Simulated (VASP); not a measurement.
# HgTe: single point with r2SCAN+D3(BJ)

Crystal: HgTe.

```
Hg Te
1.0
    -3.08568    3.08568    1.57993
     3.08568   -3.08568    1.57993
     3.08568    3.08568   -1.57993
Hg Te
1 1
Cartesian
  3.0857 0.0000 0.7900
  0.0000 0.0000 0.0000
```

| Item | Value |
| --- | --- |
| Program | VASP 6.6.1 |
| Task | single point |
| Functional | r2SCAN |
| Dispersion | D3(BJ) |
| Potentials or basis | VASP PAW PBE potentials, release 64 (Hg, Te) |
| Cutoff | 520 eV |
| k mesh | 8 × 8 × 8 |
| Occupations | fermi-dirac, width 0.05 eV |
| Spin | no spin polarisation |
| Dipole correction | no |
| Further INCAR settings | ALGO = Normal; EDIFF = 1e-06; NBANDS = 16 |

| Quantity | Value |
| --- | --- |
| Pressure | -3.9 GPa |
| Band gap on the k mesh | zero (band 9 reaches 5.31 eV, above the bottom of band 10 at 2.42 eV) |
| Dispersion energy per atom | -0.194 eV |

Stress tensor (GPa, compression positive):
```
-4.03  0.00  0.00
 0.00 -4.03  0.00
 0.00  0.00 -3.56
```

Levels at points of the mesh, in eV from the Fermi level:
```tsv
k point	band 7	band 8	band 9	band 10	band 11	band 12
(0.00, 0.00, 0.00)	-3.45	-2.51	-2.51	3.38	4.96	7.17
(0.50, 0.00, 0.00)	-4.71	-2.09	-1.21	0.00	3.29	4.14
(0.50, 0.50, 0.00)	-6.23	-1.09	1.37	2.33	2.90	3.61
(0.50, 0.50, 0.50)	-4.37	-4.29	-4.29	3.07	7.60	8.27
```

It took 2.9 min on 1 thread of Intel(R) Xeon(R) Platinum 8259CL CPU @ 2.50GHz (Skylake/Cascade Lake), with other jobs on the host, peak memory 0.25 GiB.

Caveat: three body term missing; the PAW data sets were made with another functional, which shifts forces and pressure a little; spin-orbit coupling is left out, which moves the levels of the heavy elements; pairwise dispersion overbinds metals, which lowers pressure and volume.
